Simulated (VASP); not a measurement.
# SrO (Fm-3m) in VASP: notebook, part 2 of 2

VASP 6.6.1.

**4. Single point, PBE**

This run uses another cell than the first one, of 16.90 Å³/atom, 1.148 times its volume.

The input, INCAR:

```
ALGO = Normal
EDIFF = 1E-6
ENCUT = 520
GGA = PE
ISIF = 2
ISMEAR = 0
LASPH = T
LCHARG = F
LREAL = F
LWAVE = F
NBANDS = 15
NELM = 100
PREC = Accurate
SIGMA = 0.018000000000000002
```

The input, KPOINTS:

```
k-points
0
Gamma
  9 9 9
```

The input, POSCAR:

```
SrO
1.0
    0.0000000000      2.5663000000      2.5663000000
    2.5663000000      0.0000000000      2.5663000000
    2.5663000000      2.5663000000      0.0000000000
Sr O
1 1
Direct
    0.5000000000      0.5000000000      0.5000000000
    0.0000000000      0.0000000000      0.0000000000
```

Potentials or basis: VASP PAW PBE potentials, release 64 (Sr_sv, O).

Started as:

```console
cat potpaw_PBE.64/Sr_sv/POTCAR potpaw_PBE.64/O/POTCAR > POTCAR
mpirun -np 1 vasp_std > vasp.out
```

OUTCAR:

```text
EDIFF = 1E-6
   ENCUT = 520
   GGA = PE
   ISIF = 2
   ISMEAR = 0
   LASPH = T
   LREAL = F
   NELM = 100
   PREC = Accurate

 ion  position               nearest neighbor table
   1  0.500  0.500  0.500-   2 2.57   2 2.57   2 2.57   2 2.57   2 2.57   2 2.57
   2  0.000  0.000  0.000-   1 2.57   1 2.57   1 2.57   1 2.57   1 2.57   1 2.57

  LATTYP: Found a face centered cubic cell.
 ALAT       =     5.1326000000

  Lattice vectors:

 A1 = (   0.0000000000,   2.5663000000,   2.5663000000)
 A2 = (   2.5663000000,   0.0000000000,   2.5663000000)
[... 608 lines left out ...]
     10       9.4193      0.00000
     11      11.8280      0.00000
     12      12.1120      0.00000
     13      12.6486      0.00000
     14      12.6486      0.00000
     15      15.8627      0.00000

 [... further k-points ...]
[... 5 lines left out ...]
  --------------------------------------------------------------------------------------
  -------------------------------------------------------------------------------------
  Total        0.8281785      0.8281785      0.8281785      0.0000000      0.0000000      0.0000000
  in kB       39.2538497     39.2538497     39.2538497      0.0000000      0.0000000      0.0000000
  external PRESSURE =      39.2538497 kB  Pullay stress =       0.0000000 kB

 VOLUME and BASIS-vectors are now :
 -----------------------------------------------------------------------------
  energy-cutoff  :      520.00
  volume of cell :       33.80
      direct lattice vectors                 reciprocal lattice vectors
     0.000000000  2.566300000  2.566300000    -0.194833028  0.194833028  0.194833028
     2.566300000  0.000000000  2.566300000     0.194833028 -0.194833028  0.194833028
     2.566300000  2.566300000  0.000000000     0.194833028  0.194833028 -0.194833028

 POSITION                                       TOTAL-FORCE (eV/Angst)
 -----------------------------------------------------------------------------------
      2.56630      2.56630      2.56630        -0.000000     -0.000000      0.000000
      0.00000      0.00000      0.00000         0.000000      0.000000     -0.000000
 -----------------------------------------------------------------------------------
    total drift:                                0.000000      0.000000      0.000000

  FREE ENERGIE OF THE ION-ELECTRON SYSTEM (eV)
  ---------------------------------------------------
  free  energy   TOTEN  =       -12.0370188184 eV

  energy  without entropy=      -12.0370188184  energy(sigma->0) =      -12.03701882
```

OSZICAR:

```text
N       E                     dE             d eps       ncg     rms          rms(c)
DAV:   1     0.632025111365E+02    0.63203E+02   -0.76918E+03  1050   0.996E+02
DAV:   2    -0.106412648931E+02   -0.73844E+02   -0.67456E+02  1433   0.219E+02
DAV:   3    -0.141474999862E+02   -0.35062E+01   -0.34875E+01  1503   0.402E+01
DAV:   4    -0.142407093139E+02   -0.93209E-01   -0.93196E-01  1296   0.489E+00
DAV:   5    -0.142412602641E+02   -0.55095E-03   -0.55095E-03  1376   0.343E-01    0.166E+01
DAV:   6    -0.121831001256E+02    0.20582E+01   -0.66451E+00  1078   0.195E+01    0.196E+01
DAV:   7    -0.120457434782E+02    0.13736E+00   -0.28988E-01  1267   0.481E+00    0.114E+01
DAV:   8    -0.120349411211E+02    0.10802E-01   -0.11676E-01  1386   0.341E+00    0.462E-01
DAV:   9    -0.120363931583E+02   -0.14520E-02   -0.56835E-03  1309   0.478E-01    0.232E-01
DAV:  10    -0.120368593000E+02   -0.46614E-03   -0.44084E-04  1134   0.196E-01    0.849E-02
DAV:  11    -0.120370012739E+02   -0.14197E-03   -0.14037E-04  1148   0.875E-02    0.274E-02
DAV:  12    -0.120370186770E+02   -0.17403E-04   -0.27493E-05  1134   0.386E-02    0.251E-02
DAV:  13    -0.120370188184E+02   -0.14142E-06   -0.15804E-06  1103   0.110E-02
   1 F= -.12037019E+02 E0= -.12037019E+02  d E =-.237624E-13
```

stdout:

```text
POSCAR found type information on POSCAR SrO
 POSCAR found :  2 types and       2 ions
 scaLAPACK will be used
 LDA part: xc-table for (Slater+PW92), standard interpolation
 POSCAR, INCAR and KPOINTS ok, starting setup
 FFT: planning ... GRIDC
 FFT: planning ... GRID_SOFT
 FFT: planning ... GRID
 WAVECAR not read
 entering main loop
```

Run time: 19 s. Hardware: 1 thread of Intel Xeon 6975P-C, shared host; peak memory 0.16 GiB.

Results:

- Free energy: -12.0370 eV
- Pressure: 3.9 GPa
- Band gap on the k mesh: 3.32 eV, indirect (least direct gap 3.41 eV)

Levels at points of the mesh, in eV from the valence-band top:
| k point | band 6 | band 7 | band 8 | band 9 | band 10 | band 11 |
| --- | --- | --- | --- | --- | --- | --- |
| (0.00, 0.00, 0.00) | 0.00 | 0.00 | 0.00 | 4.02 | 6.22 | 6.22 |

A k mesh can miss the band edges. Expect the measured gap to be larger: semilocal functionals such as PBE lack the derivative discontinuity.

**5. Overview**

```csv
level,potentials or basis,cell,cutoff (eV),smearing,second run,gap on the mesh (eV),pressure (GPa)
RPBE+D3(BJ),"VASP PAW PBE potentials, release 64 (Sr_sv, O_h)","a = 3.466 Å, angles 60.0°, 2 atoms",910,fermi-dirac 0.05 eV,hard_potentials,3.29,1.0
PBEsol+D4,"VASP PAW PBE potentials, release 64 (Sr_sv, O)","a = 3.609 Å, angles 60.0°, 2 atoms",520,fermi-dirac 0.05 eV,-,3.20,0.6
PBE,"VASP PAW PBE potentials, release 64 (Sr_sv, O)","a = 3.629 Å, angles 60.0°, 2 atoms",520,gaussian 0.018 eV,-,3.32,3.9
```

Alike in all rows: task single point; no spin polarisation; k mesh 9 × 9 × 9.

Caveats: the PAW data sets were made with another functional, which shifts forces and pressure a little (some runs); the cutoff is under 1.25 times the usual one of these potentials, so pressure, stress and relaxed cells hold a basis-set (Pulay) error (some runs).

Total energies depend on the potentials used, so only differences within one code and one set of settings carry meaning.
